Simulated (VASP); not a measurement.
# Pt (Fm-3m) in VASP: notebook, part 2 of 2

VASP 6.6.1. The steps go on from the part before.

**5. Single point, PBEsol**

This run uses another cell than the first one, of 14.93 Å³/atom, 1.103 times its volume.

INCAR reads:

```
SYSTEM = Pt
ALGO = Normal ; EDIFF = 1E-6
ENCUT = 520 ; GGA = PS
ISIF = 2 ; ISMEAR = 0
LASPH = .TRUE. ; LCHARG = .TRUE.
LELF = .TRUE. ; LREAL = .FALSE.
LVHAR = .TRUE. ; LWAVE = .FALSE.
NBANDS = 11 ; NELM = 80
PREC = Accurate ; SIGMA = 0.1
```

KPOINTS reads:

```
k-points
0
G
  18 18 18
  0 0 0
```

POSCAR reads:

```
Pt
1.0
    0.0000000000      1.9545863627      1.9545863627
    1.9545863627      0.0000000000      1.9545863627
    1.9545863627      1.9545863627      0.0000000000
Pt
1
Direct
    0.0000000000      0.0000000000      0.0000000000
```

Potentials or basis: VASP PAW PBE potentials, release 64 (Pt).

Run with:

```console
$ cat potpaw_PBE.64/Pt/POTCAR > POTCAR
$ mpirun -np 1 vasp_std > vasp.out
```

OUTCAR:

```text
SYSTEM = Pt
   EDIFF = 1E-6
   ENCUT = 520
   GGA = PS
   ISIF = 2
   ISMEAR = 0
   LASPH = .TRUE.
   LREAL = .FALSE.
   NELM = 80
   PREC = Accurate

 ion  position               nearest neighbor table
   1  0.000  0.000  0.000-

  LATTYP: Found a face centered cubic cell.
 ALAT       =     3.9091727254

  Lattice vectors:

 A1 = (   0.0000000000,   1.9545863627,   1.9545863627)
 A2 = (   1.9545863627,   0.0000000000,   1.9545863627)
 A3 = (   1.9545863627,   1.9545863627,   0.0000000000)

Analysis of symmetry for initial positions (statically):
=====================================================================
 Subroutine PRICEL returns:
 Original cell was already a primitive cell.

 Routine SETGRP: Setting up the symmetry group for a
 face centered cubic supercell.

 Subroutine GETGRP returns: Found 48 space group operations
 (whereof 48 operations were pure point group operations)
 out of a pool of 48 trial point group operations.

The static configuration has the point symmetry O_h .

Analysis of symmetry for dynamics (positions and initial velocities):
=====================================================================
 Subroutine PRICEL returns:
 Original cell was already a primitive cell.

 Routine SETGRP: Setting up the symmetry group for a
 face centered cubic supercell.

 Subroutine GETGRP returns: Found 48 space group operations
 (whereof 48 operations were pure point group operations)
 out of a pool of 48 trial point group operations.

The dynamic configuration has the point symmetry O_h .

 Subroutine INISYM returns: Found 48 space group operations
 (whereof 48 operations are pure point group operations),
 and found     1 'primitive' translations

----------------------------------------------------------------------------------------

                                     Primitive cell

  volume of cell :      14.9346

  direct lattice vectors                    reciprocal lattice vectors
     0.000000000  1.954586363  1.954586363    -0.255808599  0.255808599  0.255808599
     1.954586363  0.000000000  1.954586363     0.255808599 -0.255808599  0.255808599
     1.954586363  1.954586363  0.000000000     0.255808599  0.255808599 -0.255808599

  length of vectors
     2.764202543  2.764202543  2.764202543     0.443073491  0.443073491  0.443073491

  position of ions in fractional coordinates (direct lattice)
     0.000000000  0.000000000  0.000000000

  ion indices of the primitive-cell ions
   primitive index   ion index
                 1           1

----------------------------------------------------------------------------------------

 KPOINTS: k-points

Automatic generation of k-mesh.
 Grid dimensions read from file:
 generate k-points for:   18   18   18

 Generating k-lattice:

  Cartesian coordinates                     Fractional coordinates (reciprocal lattice)
    -0.014211589  0.014211589  0.014211589     0.055555556  0.000000000  0.000000000
     0.014211589 -0.014211589  0.014211589     0.000000000  0.055555556  0.000000000
     0.014211589  0.014211589 -0.014211589     0.000000000  0.000000000  0.055555556

  Length of vectors
     0.024615194  0.024615194  0.024615194

  Shift w.r.t. Gamma in fractional coordinates (k-lattice)
     0.000000000  0.000000000  0.000000000

 Subroutine IBZKPT returns following result:
 ===========================================

 Found    195 irreducible k-points:

 Following reciprocal coordinates:
            Coordinates               Weight
  0.000000  0.000000  0.000000      1.000000
  0.055556  0.000000  0.000000      8.000000
  0.111111  0.000000  0.000000      8.000000
  0.166667  0.000000  0.000000      8.000000
  0.222222  0.000000  0.000000      8.000000
  0.277778  0.000000  0.000000      8.000000
[... 16 lines left out ...]
 -0.277778  0.055556  0.000000     24.000000
 -0.222222  0.055556  0.000000     24.000000
 [... further k-points ...]
   k-points           NKPTS =    195   k-points in BZ     NKDIM =    195   number of bands    NBANDS=     11
   number of dos      NEDOS =    301   number of ions     NIONS =      1
   total plane-waves  NPLWV =  13824
   dimension x,y,z NGX =    24 NGY =   24 NGZ =   24
   dimension x,y,z NGXF=    48 NGYF=   48 NGZF=   48
   ions per type =               1
   NGX,Y,Z   is equivalent  to a cutoff of  14.43, 14.43, 14.43 a.u.
   NGXF,Y,Z  is equivalent  to a cutoff of  28.87, 28.87, 28.87 a.u.
 SYSTEM =  Pt
   PREC   = accura    normal or accurate (medium, high low for compatibility)
   ISTART =      0    job   : 0-new  1-cont  2-samecut
   ICHARG =      2    charge: 1-file 2-atom 10-const
   ISPIN  =      1    spin polarized calculation?
   LNONCOLLINEAR =      F non collinear calculations
   LSORBIT =      F    spin-orbit coupling
   LASPH  =      T    aspherical Exc in radial PAW
   ENCUT  =  520.0 eV  38.22 Ry    6.18 a.u.   5.14  5.14  5.14*2*pi/ulx,y,z
   NELM   =     80;   NELMIN=  2; NELMDL= -5     # of ELM steps
   EDIFF  = 0.1E-05   stopping-criterion for ELM
   LREAL  =      F    real-space projection
   EDIFFG = 0.1E-04   stopping-criterion for IOM
   NSW    =      0    number of steps for IOM
   IBRION =     -1    ionic relax: 0-MD 1-quasi-New 2-CG
   NFREE  =      0    steps in history (QN), initial steepest desc. (CG)
   ISIF   =      2    stress and relaxation
   ISYM   =      2    0-nonsym 1-usesym 2-fastsym
   POTIM  = 0.5000    time-step for ionic-motion
   TEBEG  =    0.0;   TEEND  =   0.0 temperature during run
   PSTRESS=    0.0 pullay stress
   NELECT =      10.0000    total number of electrons
   NUPDOWN=      -1.0000    fix difference up-down
   EMIN   =  10.00;   EMAX   =-10.00  energy-range for DOS
   EFERMI =   0.00;   METHOD = LEGACY
   ISMEAR =     0;   SIGMA  =   0.10  broadening in eV -4-tet -1-fermi 0-gaus
   EFERMI_NEDOS =   21; number of points for ismear=-14 and -15
   IALGO  =     38    algorithm
   IMIX   =      4    mixing-type and parameters
     AMIX     =   0.40;   BMIX     =  1.00
     AMIX_MAG =   1.60;   BMIX_MAG =  1.00
  volume/ion in A,a.u.               =      14.93       100.78
  Fermi-wavevector in a.u.,A,eV,Ry     =   1.432221  2.706505 27.909037  2.051256
  Thomas-Fermi vector in A             =   2.551872
   LORBIT       =      0    0 simple, 1 ext, 2 COOP (PROOUT), +10 PAW based schemes
   GGA     = PS    functional components
   LHFCALC =     F    Hartree Fock is set to
   AEXX    =    0.0000 exact exchange contribution
   IVDW    =     0    specifies the selected vdW correction
   LEPSILON=     F    determine dielectric tensor
   LRPA    =     F    only Hartree local field effects (RPA)
 non-spin polarized calculation
 Gauss-broadening in eV      SIGMA  =   0.10
  energy-cutoff  :      520.00
  volume of cell :       14.93
 maximum number of plane-waves:       419
 NGX is ok and might be reduce to    24
   NGX = 11   NGY = 11   NGZ = 11

 number of electron      10.0000000 magnetization

 number of electron       9.9999999 magnetization

 Free energy of the ion-electron system (eV)
  ---------------------------------------------------
  ext. energy  EPLUGINS =         0.00000000
  ---------------------------------------------------
  free energy    TOTEN  =        -6.96504817 eV

  energy without entropy =       -6.95452588  energy(sigma->0) =       -6.95978702

 E-fermi :  11.2874     XC(G=0): -13.6863

 val. band max:       11.2871884854   @ k =  -0.3333   0.3889   0.1111
 cond. band min:      11.2944205650   @ k =   0.3889   0.2222   0.0000
 fundamental gap:      0.0072320796
 Fermi energy:        11.2873923378

 k-point     1 :       0.0000    0.0000    0.0000
  band No.  band energies     occupation
      1       0.8785      2.00000
      2       7.4178      2.00000
      3       7.4178      2.00000
      4       7.4178      2.00000
      5       9.6311      2.00000
      6       9.6311      2.00000
      7      25.8822      0.00000
      8      30.8946      0.00000
      9      30.8946      0.00000
     10      30.8946      0.00000
     11      36.2292      0.00000

 k-point     2 :       0.0556    0.0000    0.0000
  band No.  band energies     occupation
      1       1.0042      2.00000
      2       7.3602      2.00000
      3       7.4685      2.00000
      4       7.4685      2.00000
      5       9.6020      2.00000
      6       9.6020      2.00000
      7      26.0808      0.00000
      8      30.2197      0.00000
      9      31.0896      0.00000
     10      31.0896      0.00000
     11      36.9802      0.00000
[... 295 lines left out ...]
 k-point    24 :      -0.2222    0.0556    0.0000
  band No.  band energies     occupation
      1       2.9450      2.00000
      2       6.9081      2.00000
      3       7.8181      2.00000
      4       7.8880      2.00000
      5       9.4259      2.00000
      6      10.1213      2.00000
      7      24.9804      0.00000
      8      27.8375      0.00000
      9      32.4154      0.00000
     10      33.8085      0.00000
     11      35.0713      0.00000

 [... further k-points ...]
[... 5 lines left out ...]
  --------------------------------------------------------------------------------------
  -------------------------------------------------------------------------------------
  Total        0.1460775      0.1460775      0.1460775      0.0000000     -0.0000000      0.0000000
  in kB       15.6710896     15.6710896     15.6710896      0.0000000     -0.0000000      0.0000000
  external PRESSURE =      15.6710896 kB  Pullay stress =       0.0000000 kB

 VOLUME and BASIS-vectors are now :
 -----------------------------------------------------------------------------
  energy-cutoff  :      520.00
  volume of cell :       14.93
      direct lattice vectors                 reciprocal lattice vectors
     0.000000000  1.954586363  1.954586363    -0.255808599  0.255808599  0.255808599
     1.954586363  0.000000000  1.954586363     0.255808599 -0.255808599  0.255808599
     1.954586363  1.954586363  0.000000000     0.255808599  0.255808599 -0.255808599

 POSITION                                       TOTAL-FORCE (eV/Angst)
 -----------------------------------------------------------------------------------
      0.00000      0.00000      0.00000         0.000000      0.000000      0.000000
 -----------------------------------------------------------------------------------
    total drift:                               -0.000000      0.000000     -0.000000

  FREE ENERGIE OF THE ION-ELECTRON SYSTEM (eV)
  ---------------------------------------------------
  free  energy   TOTEN  =        -6.9650481696 eV

  energy  without entropy=       -6.9545258762  energy(sigma->0) =       -6.95978702
```

OSZICAR:

```text
N       E                     dE             d eps       ncg     rms          rms(c)
DAV:   1     0.385050520664E+02    0.38505E+02   -0.54488E+03  4394   0.853E+02
DAV:   2    -0.682369479556E+01   -0.45329E+02   -0.43476E+02  4910   0.177E+02
DAV:   3    -0.741678016861E+01   -0.59309E+00   -0.58751E+00  5024   0.192E+01
DAV:   4    -0.741903183597E+01   -0.22517E-02   -0.22515E-02  4959   0.139E+00
DAV:   5    -0.741904929186E+01   -0.17456E-04   -0.17454E-04  5065   0.114E-01    0.137E+01
DAV:   6    -0.701566007677E+01    0.40339E+00   -0.91840E-01  4620   0.759E+00    0.699E+00
DAV:   7    -0.696947696487E+01    0.46183E-01   -0.16462E-01  4935   0.311E+00    0.259E+00
DAV:   8    -0.696536062798E+01    0.41163E-02   -0.72479E-03  4671   0.778E-01    0.684E-01
DAV:   9    -0.696504377701E+01    0.31685E-03   -0.27011E-04  4746   0.150E-01    0.290E-02
DAV:  10    -0.696504797702E+01   -0.42000E-05   -0.44198E-06  5413   0.149E-02    0.514E-03
DAV:  11    -0.696504816957E+01   -0.19255E-06   -0.52733E-08  2658   0.214E-03
   1 F= -.69650482E+01 E0= -.69597870E+01  d E =-.105223E-01
```

stdout:

```text
POSCAR found type information on POSCAR Pt
 POSCAR found :  1 types and       1 ions
 scaLAPACK will be used
 -----------------------------------------------------------------------------
|                                                                             |
|                                                                             |
|     You enforced a specific xc type in the INCAR file but a different       |
|     I HOPE YOU KNOW WHAT YOU ARE DOING!                                     |
|                                                                             |
 -----------------------------------------------------------------------------

 LDA part: xc-table for (Slater+PW92), standard interpolation
 POSCAR, INCAR and KPOINTS ok, starting setup
 FFT: planning ... GRIDC
 FFT: planning ... GRID_SOFT
 FFT: planning ... GRID
 WAVECAR not read
 entering main loop
```

It took 17 s on 1 thread of Intel Xeon Platinum 8488C (Sapphire Rapids), shared host; peak memory 0.16 GiB.

What came out:

```
Free energy            : -6.9650 eV
Pressure               : 1.6 GPa
Band gap on the k mesh : zero (band 5 reaches 11.79 eV, above the bottom of band 6 at 9.52 eV)
```

Levels at points of the mesh, in eV from the Fermi level:
```csv
k point,band 3,band 4,band 5,band 6,band 7,band 8
"(0.00, 0.00, 0.00)",-3.87,-3.87,-1.66,-1.66,14.59,19.61
"(0.50, 0.00, 0.00)",-3.93,-0.59,0.04,0.04,5.87,14.15
"(0.50, 0.50, 0.00)",0.02,0.50,0.50,1.69,8.93,11.36
```

Caveat: the PAW data sets were made with another functional, which shifts forces and pressure a little; spin-orbit coupling is left out, which moves the levels of the heavy elements.

**6. Summary**

```csv
cell,gap on the mesh (eV),pressure (GPa)
"a = 2.675 Å, angles 60.0°, 1 atom",none,39.7
"a = 2.716 Å, angles 60.0°, 1 atom",none,19.6
"a = 2.741 Å, angles 60.0°, 1 atom",none,9.6
"a = 2.764 Å, angles 60.0°, 1 atom",none,1.6
```

Alike in all rows: task single point; level PBEsol; potentials or basis VASP PAW PBE potentials, release 64 (Pt); no spin polarisation; k mesh 18 × 18 × 18; cutoff (eV) 520; smearing gaussian 0.1 eV.

Caveats: the PAW data sets were made with another functional, which shifts forces and pressure a little; spin-orbit coupling is left out, which moves the levels of the heavy elements.

Absolute energies hang on the potentials; compare differences alone.
